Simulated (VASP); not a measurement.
# SrO (I4mm) in VASP: a series of runs

SrO is run at these levels: LDA; tasks: single point.

Program: VASP 6.6.1. These are calculated values, not measurements. Logs are shortened: lines on timing, memory, paths and dates and some standing lists are left out, and cuts for length are marked.

### Step 1. The cell of the first run

Symmetry: I4mm, No. 107, tetragonal system. Conventional cell: a = 3.634 Å, b = 3.634 Å, c = 5.140 Å, α = 90.00°, β = 90.00°, γ = 90.00°. Within 3.3 Å of Sr (site symmetry 4mm) lie 6 O at 2.51 to 2.63 Å. O (site symmetry 4mm) has 6 Sr at 2.51 to 2.63 Å within 3.3 Å.

### Step 2. Single point, LDA

Input file INCAR:

```
  PREC = Accurate
  ENCUT = 520
  EDIFF = 1E-6
  ISMEAR = 0
  SIGMA = 0.05
  LREAL = F
  LASPH = T
  NELM = 100
  ALGO = Normal
  ISIF = 2
  LWAVE = F
  LCHARG = T
  GGA = CA
  LELF = T
  LVHAR = T
  NBANDS = 15
```

Input file KPOINTS:

```
Automatic mesh
0
Gamma
  8 8 8
```

Input file POSCAR:

```
SrO
1.0
    0.0000000000      2.5698000000      2.5698000000
    2.5698000000      0.0000000000      2.5698000000
    2.5698000000      2.5698000000      0.0000000000
Sr O
1 1
Direct
   -0.0121604794     -0.0121604794      0.0121604794
    0.5000000000      0.5000000000      0.5000000000
```

Potentials or basis: VASP PAW LDA potentials, release 64 (Sr_sv, O).

Command:

```sh
cat potpaw_LDA.64/Sr_sv/POTCAR potpaw_LDA.64/O/POTCAR > POTCAR
mpirun -np 1 vasp_std > vasp.out
```

OUTCAR:

```text
PREC = Accurate
   ENCUT = 520
   EDIFF = 1E-6
   ISMEAR = 0
   LREAL = F
   LASPH = T
   NELM = 100
   ISIF = 2
   GGA = CA

 ion  position               nearest neighbor table
   1  0.988  0.988  0.012-   2 2.51   2 2.57   2 2.57   2 2.57   2 2.57   2 2.63
   2  0.500  0.500  0.500-   1 2.51   1 2.57   1 2.57   1 2.57   1 2.57   1 2.63

  LATTYP: Found a face centered cubic cell.
 ALAT       =     5.1396000000

  Lattice vectors:

 A1 = (   0.0000000000,   2.5698000000,   2.5698000000)
 A2 = (   2.5698000000,   0.0000000000,   2.5698000000)
 A3 = (   2.5698000000,   2.5698000000,   0.0000000000)

Analysis of symmetry for initial positions (statically):
=====================================================================
 Subroutine PRICEL returns:
 Original cell was already a primitive cell.

 Routine SETGRP: Setting up the symmetry group for a
 face centered cubic supercell.

 Subroutine GETGRP returns: Found  8 space group operations
 (whereof  8 operations were pure point group operations)
 out of a pool of 48 trial point group operations.

The static configuration has the point symmetry C_4v.

Analysis of symmetry for dynamics (positions and initial velocities):
=====================================================================
 Subroutine PRICEL returns:
 Original cell was already a primitive cell.

 Routine SETGRP: Setting up the symmetry group for a
 face centered cubic supercell.

 Subroutine GETGRP returns: Found  8 space group operations
 (whereof  8 operations were pure point group operations)
 out of a pool of 48 trial point group operations.

The dynamic configuration has the point symmetry C_4v.

 Subroutine INISYM returns: Found  8 space group operations
 (whereof  8 operations are pure point group operations),
 and found     1 'primitive' translations

----------------------------------------------------------------------------------------

                                     Primitive cell

  volume of cell :      33.9413

  direct lattice vectors                    reciprocal lattice vectors
     0.000000000  2.569800000  2.569800000    -0.194567671  0.194567671  0.194567671
     2.569800000  0.000000000  2.569800000     0.194567671 -0.194567671  0.194567671
     2.569800000  2.569800000  0.000000000     0.194567671  0.194567671 -0.194567671

  length of vectors
     3.634246013  3.634246013  3.634246013     0.337001091  0.337001091  0.337001091

  position of ions in fractional coordinates (direct lattice)
     0.987839521  0.987839521  0.012160479
     0.500000000  0.500000000  0.500000000

  ion indices of the primitive-cell ions
   primitive index   ion index
                 1           1
                 2           2

----------------------------------------------------------------------------------------

 KPOINTS: Automatic mesh

Automatic generation of k-mesh.
 Grid dimensions read from file:
 generate k-points for:    8    8    8

 Generating k-lattice:

  Cartesian coordinates                     Fractional coordinates (reciprocal lattice)
    -0.024320959  0.024320959  0.024320959     0.125000000  0.000000000  0.000000000
     0.024320959 -0.024320959  0.024320959     0.000000000  0.125000000  0.000000000
     0.024320959  0.024320959 -0.024320959     0.000000000  0.000000000  0.125000000

  Length of vectors
     0.042125136  0.042125136  0.042125136

  Shift w.r.t. Gamma in fractional coordinates (k-lattice)
     0.000000000  0.000000000  0.000000000

 Subroutine IBZKPT returns following result:
 ===========================================

 Found     59 irreducible k-points:

 Following reciprocal coordinates:
            Coordinates               Weight
  0.000000  0.000000  0.000000      1.000000
  0.125000  0.000000  0.000000      8.000000
  0.250000  0.000000  0.000000      8.000000
  0.375000  0.000000  0.000000      8.000000
  0.500000  0.000000  0.000000      4.000000
  0.125000  0.125000  0.000000      2.000000
[... 16 lines left out ...]
  0.000000  0.375000  0.250000     16.000000
  0.500000  0.250000  0.000000      8.000000
 [... further k-points ...]
   k-points           NKPTS =     59   k-points in BZ     NKDIM =     59   number of bands    NBANDS=     15
   number of dos      NEDOS =    301   number of ions     NIONS =      2
   total plane-waves  NPLWV =  21952
   dimension x,y,z NGX =    28 NGY =   28 NGZ =   28
   dimension x,y,z NGXF=    56 NGYF=   56 NGZF=   56
   ions per type =               1   1
   NGX,Y,Z   is equivalent  to a cutoff of  12.81, 12.81, 12.81 a.u.
   NGXF,Y,Z  is equivalent  to a cutoff of  25.62, 25.62, 25.62 a.u.
 SYSTEM =  unknown system
   PREC   = accura    normal or accurate (medium, high low for compatibility)
   ISTART =      0    job   : 0-new  1-cont  2-samecut
   ICHARG =      2    charge: 1-file 2-atom 10-const
   ISPIN  =      1    spin polarized calculation?
   LNONCOLLINEAR =      F non collinear calculations
   LSORBIT =      F    spin-orbit coupling
   LASPH  =      T    aspherical Exc in radial PAW
   ENCUT  =  520.0 eV  38.22 Ry    6.18 a.u.   6.76  6.76  6.76*2*pi/ulx,y,z
   NELM   =    100;   NELMIN=  2; NELMDL= -5     # of ELM steps
   EDIFF  = 0.1E-05   stopping-criterion for ELM
   LREAL  =      F    real-space projection
   EDIFFG = 0.1E-04   stopping-criterion for IOM
   NSW    =      0    number of steps for IOM
   IBRION =     -1    ionic relax: 0-MD 1-quasi-New 2-CG
   NFREE  =      0    steps in history (QN), initial steepest desc. (CG)
   ISIF   =      2    stress and relaxation
   ISYM   =      2    0-nonsym 1-usesym 2-fastsym
   POTIM  = 0.5000    time-step for ionic-motion
   TEBEG  =    0.0;   TEEND  =   0.0 temperature during run
   PSTRESS=    0.0 pullay stress
   NELECT =      16.0000    total number of electrons
   NUPDOWN=      -1.0000    fix difference up-down
   EMIN   =  10.00;   EMAX   =-10.00  energy-range for DOS
   EFERMI =   0.00;   METHOD = LEGACY
   ISMEAR =     0;   SIGMA  =   0.05  broadening in eV -4-tet -1-fermi 0-gaus
   EFERMI_NEDOS =   21; number of points for ismear=-14 and -15
   IALGO  =     38    algorithm
   IMIX   =      4    mixing-type and parameters
     AMIX     =   0.40;   BMIX     =  1.00
     AMIX_MAG =   1.60;   BMIX_MAG =  1.00
  volume/ion in A,a.u.               =      16.97       114.52
  Fermi-wavevector in a.u.,A,eV,Ry     =   1.274106  2.407711 22.086959  1.623346
  Thomas-Fermi vector in A             =   2.406892
   LORBIT       =      0    0 simple, 1 ext, 2 COOP (PROOUT), +10 PAW based schemes
   GGA     = CA    functional components
   LHFCALC =     F    Hartree Fock is set to
   AEXX    =    0.0000 exact exchange contribution
   IVDW    =     0    specifies the selected vdW correction
   LEPSILON=     F    determine dielectric tensor
   LRPA    =     F    only Hartree local field effects (RPA)
 non-spin polarized calculation
 Gauss-broadening in eV      SIGMA  =   0.05
  energy-cutoff  :      520.00
  volume of cell :       33.94
 maximum number of plane-waves:       941
   NGX = 13   NGY = 13   NGZ = 13

 number of electron      15.9999997 magnetization

 Free energy of the ion-electron system (eV)
  ---------------------------------------------------
  ext. energy  EPLUGINS =         0.00000000
  ---------------------------------------------------
  free energy    TOTEN  =       -13.37098822 eV

  energy without entropy =      -13.37098822  energy(sigma->0) =      -13.37098822

 E-fermi :   1.5702     XC(G=0): -10.5331

 val. band max:        1.3403114710   @ k =   0.0000   0.0000   0.0000
 cond. band min:       4.4486303004   @ k =   0.5000   0.5000   0.0000
 fundamental gap:      3.1083188294
 Fermi energy:         1.5701808217

 k-point     1 :       0.0000    0.0000    0.0000
  band No.  band energies     occupation
      1     -30.7271      2.00000
      2     -13.4268      2.00000
      3     -12.4520      2.00000
      4     -12.4520      2.00000
      5     -12.4410      2.00000
      6       1.3374      2.00000
      7       1.3374      2.00000
      8       1.3403      2.00000
      9       5.1570      0.00000
     10       7.4588      0.00000
     11       7.4743      0.00000
     12       7.4743      0.00000
     13       9.6856      0.00000
     14       9.7100      0.00000
     15      13.7944      0.00000

 k-point     2 :       0.1250    0.0000    0.0000
  band No.  band energies     occupation
      1     -30.7061      2.00000
      2     -13.8335      2.00000
      3     -12.4678      2.00000
      4     -12.4649      2.00000
      5     -12.0812      2.00000
      6       0.8605      2.00000
      7       1.1376      2.00000
      8       1.1473      2.00000
      9       5.8660      0.00000
     10       7.3008      0.00000
     11       7.7760      0.00000
     12       7.7801      0.00000
     13      10.1022      0.00000
     14      10.1266      0.00000
     15      14.8181      0.00000

 k-point     3 :       0.2500    0.0000    0.0000
  band No.  band energies     occupation
      1     -30.6548      2.00000
      2     -14.4414      2.00000
      3     -12.4980      2.00000
      4     -12.4957      2.00000
      5     -11.5952      2.00000
      6       0.0146      2.00000
      7       0.7066      2.00000
      8       0.7143      2.00000
      9       7.1972      0.00000
     10       7.4378      0.00000
     11       8.6160      0.00000
     12       8.6185      0.00000
     13      11.1369      0.00000
     14      11.1601      0.00000
     15      16.8877      0.00000
[... 343 lines left out ...]
 k-point    23 :       0.0000    0.3750    0.2500
  band No.  band energies     occupation
      1     -30.5914      2.00000
      2     -14.3703      2.00000
      3     -12.7467      2.00000
      4     -12.7029      2.00000
      5     -11.9223      2.00000
      6       0.0539      2.00000
      7       0.9142      2.00000
      8       1.0514      2.00000
      9       5.5146      0.00000
     10       8.1421      0.00000
     11      10.4255      0.00000
     12      10.6395      0.00000
     13      11.3453      0.00000
     14      12.2324      0.00000
     15      17.2113      0.00000

 k-point    24 :       0.5000    0.2500    0.0000
  band No.  band energies     occupation
      1     -30.5597      2.00000
      2     -14.5462      2.00000
      3     -12.9228      2.00000
      4     -12.6922      2.00000
      5     -11.7785      2.00000
      6       0.0937      2.00000
      7       0.5935      2.00000
      8       0.7145      2.00000
      9       6.2277      0.00000
     10       8.8329      0.00000
     11      10.4769      0.00000
     12      11.0134      0.00000
     13      12.4695      0.00000
     14      13.6516      0.00000
     15      14.9222      0.00000

 [... further k-points ...]
[... 5 lines left out ...]
  --------------------------------------------------------------------------------------
  -------------------------------------------------------------------------------------
  Total       -0.7493392     -0.7493392     -0.6546390      0.0000000     -0.0000000      0.0000000
  in kB      -35.3721183    -35.3721183    -30.9018507      0.0000000     -0.0000000      0.0000000
  external PRESSURE =     -33.8820291 kB  Pullay stress =       0.0000000 kB

 VOLUME and BASIS-vectors are now :
 -----------------------------------------------------------------------------
  energy-cutoff  :      520.00
  volume of cell :       33.94
      direct lattice vectors                 reciprocal lattice vectors
     0.000000000  2.569800000  2.569800000    -0.194567671  0.194567671  0.194567671
     2.569800000  0.000000000  2.569800000     0.194567671 -0.194567671  0.194567671
     2.569800000  2.569800000  0.000000000     0.194567671  0.194567671 -0.194567671

 POSITION                                       TOTAL-FORCE (eV/Angst)
 -----------------------------------------------------------------------------------
      2.56980      2.56980      5.07710         0.000000      0.000000      0.125050
      2.56980      2.56980      2.56980         0.000000      0.000000     -0.125050
 -----------------------------------------------------------------------------------
    total drift:                               -0.000000     -0.000000      0.000023

  FREE ENERGIE OF THE ION-ELECTRON SYSTEM (eV)
  ---------------------------------------------------
  free  energy   TOTEN  =       -13.3709882202 eV

  energy  without entropy=      -13.3709882202  energy(sigma->0) =      -13.37098822
```

Wall time 15 s (1 thread of Intel Xeon Platinum 8559C (Emerald Rapids), shared host); peak memory 0.16 GiB.

Results:

```
Free energy            : -13.3710 eV
Pressure               : -3.4 GPa
Largest force          : 0.125 eV/Å
Band gap on the k mesh : 3.11 eV, indirect (least direct gap 3.18 eV)
```

Forces in eV/Å, atoms in the order of the input:
```
Sr   0.000  0.000  0.125
O    0.000  0.000 -0.125
```

Stress tensor (GPa, compression positive):
```
-3.54  0.00  0.00
 0.00 -3.54  0.00
 0.00  0.00 -3.09
```

Levels at points of the mesh, in eV from the valence-band top:
```tsv
k point	band 4	band 5	band 6	band 7	band 8	band 9	band 10	band 11	band 12	band 13
(0.00, 0.00, 0.00)	-13.79	-13.78	0.00	0.00	0.00	3.82	6.12	6.13	6.13	8.35
(0.50, 0.00, 0.00)	-13.88	-12.50	-2.24	-1.16	-1.15	6.46	8.26	8.82	8.85	11.95
(0.50, 0.50, 0.00)	-14.18	-14.18	-0.41	-0.08	-0.08	3.11	7.76	10.16	10.21	11.17
(0.00, 0.50, 0.50)	-14.18	-14.14	-0.42	-0.10	-0.07	3.14	7.76	10.20	10.21	11.17
```

Caveat: the cell differs from its parent crystal (all Sr atoms moved +0.062 Å, as atom 1 towards its neighbour atom 2 (O) at 2.570 Å). A k mesh can miss the band edges.

### Step 3. Single point, LDA

Input file INCAR:

```
  PREC = Accurate
  ENCUT = 520
  EDIFF = 1E-6
  ISMEAR = 0
  SIGMA = 0.05
  LREAL = False
  LASPH = True
  NELM = 60
  ALGO = Normal
  ISIF = 2
  LWAVE = False
  LCHARG = False
  GGA = CA
  NBANDS = 15
```

KPOINTS is that of step 2.

POSCAR: that of step 2 with these lines changed.

```diff
@@ -8,3 +8,3 @@
 Direct
-   -0.0121604794     -0.0121604794      0.0121604794
+   -0.0072962876     -0.0072962876      0.0072962876
     0.5000000000      0.5000000000      0.5000000000
```

Potentials or basis: VASP PAW LDA potentials, release 64 (Sr_sv, O).

Command:

```sh
cat potpaw_LDA.64/Sr_sv/POTCAR potpaw_LDA.64/O/POTCAR > POTCAR
mpirun -np 1 vasp_std > vasp.out
```

Run time: 14 s. Hardware: 1 thread of Intel Xeon Platinum 8559C (Emerald Rapids), shared host; peak memory 0.16 GiB.

Results (log left out):

```
Free energy            : -13.3735 eV
Pressure               : -3.5 GPa
Largest force          : 0.073 eV/Å
Band gap on the k mesh : 3.10 eV, indirect (least direct gap 3.18 eV)
```

Forces in eV/Å, atoms in the order of the input:
```
Sr   0.000  0.000  0.073
O    0.000  0.000 -0.073
```

Stress tensor (GPa, compression positive):
```
-3.51  0.00  0.00
 0.00 -3.51  0.00
 0.00  0.00 -3.35
```

Levels at points of the mesh, in eV from the valence-band top:
```
           k point  band 5  band 6  band 7  band 8  band 9  band 10  band 11  band 12
(0.00, 0.00, 0.00)  -13.80    0.00    0.00    0.00    3.81     6.11     6.12     6.12
(0.50, 0.00, 0.00)  -12.51   -2.24   -1.16   -1.16    6.45     8.27     8.82     8.82
(0.50, 0.50, 0.00)  -14.19   -0.42   -0.08   -0.08    3.10     7.76    10.18    10.20
(0.00, 0.50, 0.50)  -14.17   -0.42   -0.09   -0.08    3.11     7.76    10.19    10.20
```

Caveat: the cell differs from its parent crystal (all Sr atoms moved +0.037 Å, as atom 1 towards its neighbour atom 2 (O) at 2.570 Å).

### Step 4. Single point, LDA

Input file INCAR:

```
SYSTEM = SrO
PREC     = Accurate       ! precision mode
ENCUT    = 520            ! plane-wave cutoff, eV
EDIFF    = 1E-7           ! SCF threshold, eV
ISMEAR   = 0              ! smearing method
SIGMA    = 0.05           ! smearing width, eV
LREAL    = .False.        ! projectors in reciprocal space
LASPH    = .True.         ! aspherical terms in the spheres
NELM     = 100            ! most SCF steps
ALGO     = Normal         ! electronic algorithm
ISIF     = 2              ! what is computed and relaxed
LWAVE    = .False.        ! write WAVECAR
LCHARG   = .False.        ! write CHGCAR
NBANDS   = 15             ! bands
```

Input file KPOINTS:

```
regular mesh
0
Gamma
  8 8 8
  0 0 0
```

POSCAR: that of step 3 with these lines changed.

```diff
@@ -8,3 +8,3 @@
 Direct
-   -0.0072962876     -0.0072962876      0.0072962876
+   -0.0024320959     -0.0024320959      0.0024320959
     0.5000000000      0.5000000000      0.5000000000
```

Command:

```sh
cat potpaw_LDA.64/Sr_sv/POTCAR potpaw_LDA.64/O/POTCAR > POTCAR
mpirun -np 1 vasp_std > vasp.out
```

Run time: 17 s. Hardware: 1 thread of Intel Xeon Platinum 8559C (Emerald Rapids), shared host; peak memory 0.15 GiB.

Results (log left out):

```yaml
Free_energy: -13.3747 eV
Pressure: -3.5 GPa
Largest_force: 0.024 eV/Å
Band_gap_on_the_k_mesh: 3.10 eV, indirect (least direct gap 3.18 eV)
```

Forces in eV/Å, atoms in the order of the input:
```
Sr   0.000  0.000  0.024
O    0.000  0.000 -0.024
```

Levels at points of the mesh, in eV from the valence-band top:
```csv
k point,band 6,band 7,band 8,band 9,band 10,band 11
"(0.00, 0.00, 0.00)",0.00,0.00,0.00,3.81,6.11,6.11
"(0.50, 0.00, 0.00)",-2.25,-1.16,-1.16,6.45,8.28,8.81
"(0.50, 0.50, 0.00)",-0.42,-0.08,-0.08,3.10,7.76,10.19
"(0.00, 0.50, 0.50)",-0.42,-0.08,-0.08,3.10,7.76,10.19
```

Caveat: the cell differs from its parent crystal (all Sr atoms moved +0.013 Å, as atom 1 towards its neighbour atom 2 (O) at 2.570 Å).
